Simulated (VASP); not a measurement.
# Si (a cell with a defect) in VASP: notebook, part 2 of 4

VASP 6.6.1. Earlier steps stand in the parts before.

**3. Single point, PBE+D3(BJ), collinear spin**

The input, INCAR:

```
PREC = Accurate
ENCUT = 520
EDIFF = 1E-6
ISMEAR = 0
SIGMA = 0.02
LREAL = Auto
LASPH = True
NELM = 150
ALGO = Normal
ISIF = 2
LWAVE = False
LCHARG = False
ISPIN = 2
MAGMOM = 0 0 0 0 0 0 0 0 0 0 0 0.13 0 0 0 0 0 0 0 0 0 0 0 0 0 0 0 0 0 0 0 0 0 0 0.11 0 0 0 0 0 0 0 0 0 0 0 0 0 0 0 0 0 0 0 0 0 0 0 0 0 0 0 0
LORBIT = 11
GGA = PE
IVDW = 12
NBANDS = 167
NELECT = 251.0
LUSENCCL = False
```

The input, KPOINTS:

```
Automatic mesh
0
Gamma
  1 1 1
```

The input, POSCAR:

```
Si
1.0
   10.8600000000      0.0000000000      0.0000000000
    0.0000000000     10.8600000000      0.0000000000
    0.0000000000      0.0000000000     10.8600000000
Si
63
Direct
    0.5029607735     -0.0137172192      0.0128355433
    0.6256756906      0.1263290976      0.1241339779
    0.7506685083      0.2510905157     -0.0013721915
    0.8735521179      0.3779647330      0.1248300184
    0.7496088398      0.0012261510      0.2481111418
    0.8743395028      0.1267020258      0.3765366483
    0.0025682320     -0.0005418969      0.0007222836
    0.1326417127      0.1180325967      0.1267732965
    0.2515089319      0.2476967772      0.0013922652
    0.3749967772      0.3758456722      0.1248620626
    0.4991894107      0.4998269797     -0.0018575506
    0.6141648250      0.6378508287      0.1212884899
    0.7510019337      0.7512040516     -0.0023096685
    0.8755057090      0.8757595764      0.1242879374
    0.2629069982     -0.0134519337      0.2527161142
    0.3743523020      0.1264029466      0.3755456722
    0.4993927256      0.2501767956      0.2492009208
    0.6224786372      0.3782616943      0.3724358195
    0.7424614180      0.5074673112      0.2476866483
    0.8723278085      0.6268276243      0.3731419890
    0.4980647330      0.0012906998      0.4995831492
    0.6268337937      0.1267460405      0.6240642726
    0.7483802947      0.2536136280      0.4981872928
    0.8748508287      0.3761555249      0.6245751381
    0.7501801105      0.0022013812      0.7495504604
    0.8769726519      0.1251994475      0.8758170350
    0.0000799263      0.4993207182     -0.0018441989
    0.1245850829      0.6246417127      0.1249610497
    0.2611442910      0.7474163904      0.0108832413
    0.4233103131      0.8277305709      0.1716491713
    0.0009644567      0.2476403315      0.2488234807
    0.1235132597      0.3749311234      0.3758778085
    0.2483148250      0.4997564457      0.2492831492
    0.3718367403      0.6372306630      0.3644778085
    0.6168637201      0.8787100368      0.3667406998
   -0.0003477901      0.0021218232      0.5000616022
    0.1259211786      0.1252082873      0.6266829650
    0.2485251381      0.2511593002      0.5005892265
    0.3749354512      0.3776218232      0.6237831492
    0.4976424494      0.5068084715      0.4931239411
    0.6233574586      0.6266391344      0.6222537753
    0.7443343462      0.7517933702      0.4943564457
    0.8741446593      0.8771434622      0.6239769797
    0.2507233886     -0.0004953039      0.7524379374
    0.3769370166      0.1179226519      0.8825005525
    0.4988352670      0.2473870166      0.7511396869
    0.6262898711      0.3748047882      0.8733292818
    0.7484581952      0.5009639042      0.7474776243
    0.8751582873      0.6235041436      0.8737707182
   -0.0006598527      0.7503883057      0.2495232044
    0.1238815838      0.8754837017      0.3755843462
   -0.0025052486      0.5010333333      0.4982164825
    0.1239534070      0.6236350829      0.6247503683
    0.2479058011      0.7510907919      0.5009180479
    0.3744048803      0.8757523020      0.6253860037
   -0.0005471455      0.2499785451      0.7493779006
    0.1256944751      0.3725663904      0.8756367403
    0.2479303867      0.4992604972      0.7499627993
    0.3750946593      0.6245137201      0.8741482505
    0.4997343462      0.7503392265      0.7491414365
    0.6258674954      0.8755341621      0.8734532228
    0.0008848987      0.7494245856      0.7507599448
    0.1311296501      0.8737709024      0.8809420810
```

Potentials or basis: VASP PAW PBE potentials, release 64 (Si).

Command:

```bash
$ cat potpaw_PBE.64/Si/POTCAR > POTCAR
$ mpirun -np 1 vasp_gam > vasp.out
```

OUTCAR:

```text
PREC = Accurate
   ENCUT = 520
   EDIFF = 1E-6
   ISMEAR = 0
   LREAL = Auto
   LASPH = True
   NELM = 150
   ISIF = 2
   ISPIN = 2
   LORBIT = 11
   GGA = PE
   IVDW = 12
   NELECT = 251.0
 IVDW          = 12

 ion  position               nearest neighbor table
   1  0.503  0.986  0.013-  61 2.35   2 2.36  45 2.43  30 2.59
   2  0.626  0.126  0.124-   5 2.34  17 2.35   3 2.35   1 2.36
   3  0.751  0.251  0.999-  47 2.34  26 2.35   2 2.35   4 2.36
   4  0.874  0.378  0.125-  27 2.35   3 2.36  31 2.39  19 2.41
   5  0.750  0.001  0.248-   2 2.34  35 2.35  14 2.35   6 2.37
   6  0.874  0.127  0.377-  36 2.34  23 2.35  31 2.35   5 2.37
[... 676 lines left out ...]
      8.15226      2.72684     10.84510        -0.001360     -0.006971      0.009250
      9.48678      4.10470      1.35565         0.007524     -0.013112     -0.002853
      8.14075      0.01332      2.69449        -0.007975     -0.010238     -0.016685
      9.49533      1.37598      4.08919        -0.007581     -0.008372      0.015220
[... 55 lines left out ...]
      0.00961      8.13875      8.15325         0.011710      0.000873      0.013602
      1.42407      9.48915      9.56703         0.020198     -0.010568      0.022190
 -----------------------------------------------------------------------------------
    total drift:                                0.007633      0.003483     -0.004598

  FREE ENERGIE OF THE ION-ELECTRON SYSTEM (eV)
  ---------------------------------------------------
  free  energy   TOTEN  =      -357.8678746499 eV

  energy  without entropy=     -357.8676485042  energy(sigma->0) =     -357.86776158

 total charge

# of ion       s       p       d       tot
------------------------------------------
    1        0.753   0.885   0.000   1.639
    2        0.740   0.956   0.000   1.696
    3        0.740   0.954   0.000   1.694
    4        0.745   0.927   0.000   1.671
    5        0.742   0.948   0.000   1.690
    6        0.744   0.944   0.000   1.687
[... 55 lines left out ...]
   62        0.745   0.928   0.000   1.674
   63        0.743   0.924   0.000   1.667
--------------------------------------------------
tot         46.847  58.962   0.000 105.809

 magnetization (x)

# of ion       s       p       d       tot
------------------------------------------
    1        0.006   0.021   0.000   0.027
    2        0.001   0.002   0.000   0.003
    3        0.000   0.005   0.000   0.006
    4        0.001   0.004   0.000   0.005
    5        0.000   0.004   0.000   0.004
    6        0.001   0.003   0.000   0.004
[... 55 lines left out ...]
   62        0.000   0.008   0.000   0.008
   63       -0.000   0.000   0.000   0.000
--------------------------------------------------
tot          0.057   0.334   0.000   0.392
```

OSZICAR:

```text
N       E                     dE             d eps       ncg     rms          rms(c)
DAV:   1     0.123500519110E+04    0.12350E+04   -0.10833E+05   668   0.131E+03
DAV:   2    -0.176668887500E+03   -0.14117E+04   -0.13263E+04   874   0.213E+02
DAV:   3    -0.338542547281E+03   -0.16187E+03   -0.15558E+03   832   0.624E+01
DAV:   4    -0.343586098003E+03   -0.50436E+01   -0.50087E+01   792   0.132E+01
DAV:   5    -0.343698735043E+03   -0.11264E+00   -0.11237E+00   800   0.223E+00    0.272E+01
DAV:   6    -0.339568990657E+03    0.41297E+01   -0.39672E+00   776   0.306E+00    0.165E+01
DAV:   7    -0.337837491921E+03    0.17315E+01   -0.51428E+00   760   0.373E+00    0.208E+00
DAV:   8    -0.337904347359E+03   -0.66855E-01   -0.38772E-01   768   0.119E+00    0.106E+00
DAV:   9    -0.337911825094E+03   -0.74777E-02   -0.33764E-02   768   0.365E-01    0.641E-01
DAV:  10    -0.337918418512E+03   -0.65934E-02   -0.11850E-02   776   0.202E-01    0.376E-01
DAV:  11    -0.337921643095E+03   -0.32246E-02   -0.26808E-03   736   0.957E-02    0.162E-01
DAV:  12    -0.337922827508E+03   -0.11844E-02   -0.82659E-04   736   0.577E-02    0.824E-02
DAV:  13    -0.337923103353E+03   -0.27585E-03   -0.29910E-04   736   0.363E-02    0.349E-02
DAV:  14    -0.337923144585E+03   -0.41232E-04   -0.50294E-05   776   0.135E-02    0.145E-02
DAV:  15    -0.337923152914E+03   -0.83293E-05   -0.89411E-06   744   0.601E-03    0.809E-03
DAV:  16    -0.337923155533E+03   -0.26191E-05   -0.35506E-06   656   0.406E-03    0.351E-03
DAV:  17    -0.337923156871E+03   -0.13379E-05   -0.13459E-06   440   0.233E-03    0.164E-03
DAV:  18    -0.337923157152E+03   -0.28038E-06   -0.24991E-07   424   0.104E-03
   1 F= -.35786787E+03 E0= -.35786776E+03  d E =-.226146E-03  mag=     1.0000
```

It took 1.8 min on 1 × NVIDIA H100 80GB with 1 thread of AMD EPYC 7R13 (Zen 3), shared host; peak memory 1.9 GiB.

Results:

* Free energy: -357.8679 eV
* Largest force: 0.566 eV/Å
* Net moment: 1.00 μB per cell
* Site moments: Si +0.03, +0.00, +0.01, -0.00, +0.07, +0.02, -0.01, +0.08 (each value once) μB
* Valence electrons inside the program's atomic spheres: Si 1.64, 1.70, 1.69, 1.67, 1.62, 1.49, 1.63 (each value once)
* Dispersion energy per atom: -0.317 eV

Forces in eV/Å, atoms in the order of the input:
```
Si  -0.011 -0.030  0.037
Si  -0.011 -0.014 -0.008
Si  -0.001 -0.007  0.009
Si   0.008 -0.013 -0.003
Si  -0.008 -0.010 -0.017
Si  -0.008 -0.008  0.015
Si   0.013 -0.002  0.002
Si   0.016 -0.013  0.007
Si   0.003 -0.008  0.000
Si   0.002 -0.001  0.007
Si   0.003  0.008  0.008
Si   0.033 -0.029  0.026
Si  -0.005  0.009 -0.003
Si   0.006 -0.002  0.001
Si   0.044 -0.037 -0.012
Si  -0.013 -0.012 -0.012
Si   0.000 -0.004 -0.001
Si  -0.004 -0.002 -0.001
Si   0.016 -0.014 -0.002
Si   0.006 -0.001 -0.002
Si   0.002 -0.014 -0.008
Si  -0.002 -0.004  0.003
Si  -0.001  0.001 -0.006
Si  -0.003 -0.002  0.001
Si   0.003 -0.010  0.000
Si  -0.001 -0.003  0.004
Si   0.011  0.004  0.010
Si   0.011  0.004 -0.006
Si   0.049  0.015  0.048
Si  -0.330  0.326 -0.324
Si   0.013 -0.014 -0.004
Si  -0.002 -0.001  0.012
Si   0.019  0.022 -0.008
Si   0.020 -0.032  0.044
Si   0.030 -0.020  0.039
Si   0.016 -0.011 -0.009
Si   0.000 -0.002  0.012
Si   0.016 -0.011 -0.009
Si  -0.003 -0.017  0.008
Si  -0.008  0.004 -0.004
Si  -0.008  0.002  0.011
Si   0.008 -0.005  0.006
Si   0.009  0.005  0.007
Si   0.009 -0.005  0.006
Si   0.009 -0.026  0.031
Si  -0.001 -0.012  0.010
Si  -0.005  0.006  0.009
Si   0.004  0.004 -0.006
Si  -0.006 -0.009  0.007
Si   0.008 -0.003  0.000
Si   0.016  0.002 -0.010
Si   0.006  0.003  0.000
Si  -0.007 -0.010  0.012
Si   0.013  0.002 -0.018
Si  -0.001 -0.005  0.007
Si   0.004  0.000  0.000
Si  -0.001 -0.002  0.003
Si   0.015  0.001  0.001
Si  -0.017  0.006  0.008
Si  -0.003  0.000  0.008
Si  -0.014  0.009  0.019
Si   0.012  0.001  0.014
Si   0.020 -0.011  0.022
```

Levels at points of the mesh, in eV from the Fermi level:
Spin up:
```csv
k point,band 123,band 124,band 125,band 126,band 127,band 128,band 129,band 130
"(0.00, 0.00, 0.00)",-0.89,-0.86,-0.68,-0.04,0.04,0.18,0.27,0.28
```
Spin down:
| k point | band 123 | band 124 | band 125 | band 126 | band 127 | band 128 |
| --- | --- | --- | --- | --- | --- | --- |
| (0.00, 0.00, 0.00) | -0.83 | -0.81 | -0.66 | 0.08 | 0.13 | 0.22 |

Caveat: the k points lie up to 0.58 Å⁻¹ apart; the cell carries a net charge on a neutralising background, which shifts energy and pressure; the cell is charged against a uniform background, so pressure and absolute levels hang on convention.

**4. Single point, PBE+D3(BJ), collinear spin**

The input, INCAR:

```
  PREC = Accurate
  ENCUT = 520
  EDIFF = 1E-6
  ISMEAR = 0
  SIGMA = 0.02
  LREAL = Auto
  LASPH = True
  NELM = 150
  ALGO = Normal
  ISIF = 2
  LWAVE = False
  LCHARG = False
  ISPIN = 2
  MAGMOM = 0 0 0 0 0 0 0 0 0 0 0 0.13 0 0 0 0 0 0 0 0 0 0 0 0 0 0 0 0 0 0 0 0 0 0 0.11 0 0 0 0 0 0 0 0 0 0 0 0 0 0 0 0 0 0 0 0 0 0 0 0 0 0 0 0
  LORBIT = 11
  GGA = PE
  IVDW = 12
  NELECT = 251.0
  NBANDS = 167
  LUSENCCL = False
```

The input, KPOINTS:

```
regular mesh
0
Gamma
  1 1 1
```

The input, POSCAR:

```
Si
1.0
   10.8600000000      0.0000000000      0.0000000000
    0.0000000000     10.8600000000      0.0000000000
    0.0000000000      0.0000000000     10.8600000000
Si
63
Direct
    0.5032069061     -0.0118923573      0.0099927256
    0.6263104052      0.1252976980      0.1258044199
    0.7515163904      0.2503574586     -0.0014854512
    0.8729353591      0.3781371087      0.1264148250
    0.7504968692      0.0008889503      0.2499440147
    0.8750340700      0.1263258748      0.3766446593
    0.0025123389     -0.0014367403      0.0017423573
    0.1316704420      0.1185632597      0.1272903315
    0.2522678637      0.2472458564      0.0022644567
    0.3754621547      0.3752801105      0.1254176796
    0.5007093002      0.4988563536     -0.0010077348
    0.6114625230      0.6393217311      0.1216139042
    0.7515234807      0.7495968692     -0.0011895948
    0.8752945672      0.8749936464      0.1252113260
    0.2603410681     -0.0113080110      0.2530944751
    0.3752737569      0.1260208103      0.3766538674
    0.4998793738      0.2497058932      0.2498155617
    0.6233302947      0.3777776243      0.3733788214
    0.7418642726      0.5080100368      0.2478306630
    0.8723451197      0.6262415285      0.3738302947
    0.4995370166      0.0007959484      0.5002366483
    0.6266855433      0.1259477901      0.6244425414
    0.7493742173      0.2528563536      0.4988364641
    0.8751090239      0.3754637201      0.6254973297
    0.7507703499      0.0021744015      0.7501336096
    0.8776001842      0.1244356354      0.8765168508
    0.0004546961      0.4985604052     -0.0018034991
    0.1252178637      0.6242514733      0.1264895948
    0.2587304788      0.7468137201      0.0078352670
    0.4537486188      0.7971773481      0.2011965930
    0.0012522099      0.2480745856      0.2493603131
    0.1239952118      0.3745295580      0.3762723757
    0.2492821363      0.4993724678      0.2503495396
    0.3722541436      0.6385562615      0.3624092081
    0.6133919890      0.8779516575      0.3637683241
   -0.0004416206      0.0016523941      0.5009851750
    0.1262744015      0.1244148250      0.6270099448
    0.2488522099      0.2507501842      0.5011616943
    0.3752785451      0.3777781768      0.6242746777
    0.4980248619      0.5070526703      0.4925538674
    0.6242001842      0.6258317680      0.6222194291
    0.7438073665      0.7517168508      0.4935294659
    0.8733677716      0.8760287293      0.6243448435
    0.2513379374     -0.0011131676      0.7524666667
    0.3769377532      0.1183981584      0.8819877532
    0.5003951197      0.2476893186      0.7507495396
    0.6261896869      0.3741513812      0.8742753223
    0.7491198895      0.5003740331      0.7480942910
    0.8756901473      0.6234097606      0.8744947514
   -0.0003103131      0.7499360958      0.2502050645
    0.1236826888      0.8747532228      0.3769748619
   -0.0022397790      0.5002721915      0.4987198895
    0.1246955801      0.6233344383      0.6246389503
    0.2493278085      0.7503547882      0.5005691529
    0.3750260589      0.8752060773      0.6257034991
    0.0003433702      0.2493911602      0.7497755064
    0.1262974217      0.3718919890      0.8766312155
    0.2479345304      0.4990347145      0.7506035912
    0.3767835175      0.6240694291      0.8749891344
    0.5005582873      0.7496067219      0.7490368324
    0.6267862799      0.8738431860      0.8741878453
    0.0012280847      0.7484963168      0.7502618785
    0.1304530387      0.8736761510      0.8806900552
```

Command:

```bash
$ cat potpaw_PBE.64/Si/POTCAR > POTCAR
$ mpirun -np 1 vasp_gam > vasp.out
```

Run time: 1.9 min. Hardware: 1 × NVIDIA H100 80GB with 1 thread of AMD EPYC 7R13 (Zen 3), shared host; peak memory 1.9 GiB.

It converged, with:

- Free energy: -357.8722 eV
- Largest force: 0.566 eV/Å
- Net moment: 1.00 μB per cell
- Site moments: Si +0.05, +0.00, +0.01, -0.00, +0.03, +0.10, -0.01, +0.02 (each value once) μB
- Valence electrons inside the program's atomic spheres: Si 1.62, 1.69, 1.67, 1.70, 1.64, 1.63, 1.49 (each value once)
- Dispersion energy per atom: -0.317 eV

Forces on the atoms (eV/Å):
```
Si  -0.020  0.020 -0.032
Si  -0.008 -0.009  0.006
Si  -0.006 -0.005 -0.003
Si  -0.011  0.011  0.001
Si  -0.008 -0.003  0.014
Si  -0.003  0.002 -0.011
Si  -0.004 -0.001  0.007
Si  -0.010  0.011 -0.003
Si   0.004  0.000  0.008
Si  -0.002  0.006 -0.001
Si   0.007  0.015  0.014
Si  -0.029  0.025  0.012
Si  -0.018 -0.007  0.016
Si  -0.011  0.002  0.000
Si  -0.040  0.030 -0.018
Si   0.005 -0.009 -0.008
Si  -0.007 -0.004 -0.005
Si  -0.001  0.006 -0.001
Si  -0.020  0.017 -0.011
Si  -0.007  0.004 -0.004
Si   0.008 -0.003 -0.012
Si  -0.009 -0.001 -0.009
Si  -0.002  0.001 -0.001
Si  -0.002  0.000 -0.005
Si  -0.005  0.004  0.001
Si  -0.002 -0.001 -0.002
Si   0.000  0.006 -0.004
Si   0.013  0.015  0.007
Si  -0.033  0.018 -0.036
Si   0.327 -0.328  0.325
Si  -0.010  0.013  0.005
Si   0.004  0.007 -0.010
Si   0.008  0.010  0.011
Si   0.015  0.042 -0.052
Si  -0.048 -0.017 -0.053
Si  -0.004  0.003 -0.001
Si   0.000  0.000 -0.003
Si  -0.005 -0.002 -0.004
Si   0.002  0.013 -0.010
Si  -0.012  0.016 -0.018
Si  -0.004  0.005 -0.011
Si  -0.020  0.014 -0.022
Si  -0.014  0.000 -0.011
Si   0.003 -0.001 -0.005
Si  -0.005  0.009 -0.008
Si   0.005  0.011 -0.006
Si  -0.008  0.008  0.002
Si  -0.003  0.003 -0.002
Si  -0.005  0.009  0.001
Si  -0.008  0.003  0.001
Si   0.005  0.000 -0.003
Si  -0.004  0.001 -0.001
Si   0.005  0.009 -0.012
Si   0.010 -0.004 -0.016
Si   0.000  0.002 -0.012
Si   0.000  0.000 -0.001
Si   0.003  0.003 -0.001
Si  -0.008  0.008  0.002
Si   0.011  0.013  0.010
Si  -0.001  0.001 -0.006
Si  -0.003 -0.006  0.005
Si  -0.010 -0.001 -0.008
Si  -0.006  0.006 -0.007
```

Levels at points of the mesh, in eV from the Fermi level:
Spin up:
```
           k point  band 123  band 124  band 125  band 126  band 127  band 128  band 129  band 130
(0.00, 0.00, 0.00)     -0.89     -0.86     -0.68     -0.04      0.04      0.18      0.27      0.28
```
Spin down:
| k point | band 123 | band 124 | band 125 | band 126 | band 127 | band 128 |
| --- | --- | --- | --- | --- | --- | --- |
| (0.00, 0.00, 0.00) | -0.83 | -0.81 | -0.66 | 0.08 | 0.13 | 0.22 |

Caveat: the k points lie up to 0.58 Å⁻¹ apart; the cell carries a net charge on a neutralising background, which shifts energy and pressure; the cell is charged against a uniform background, so pressure and absolute levels hang on convention.

(Part 2 of 4 ends here.)
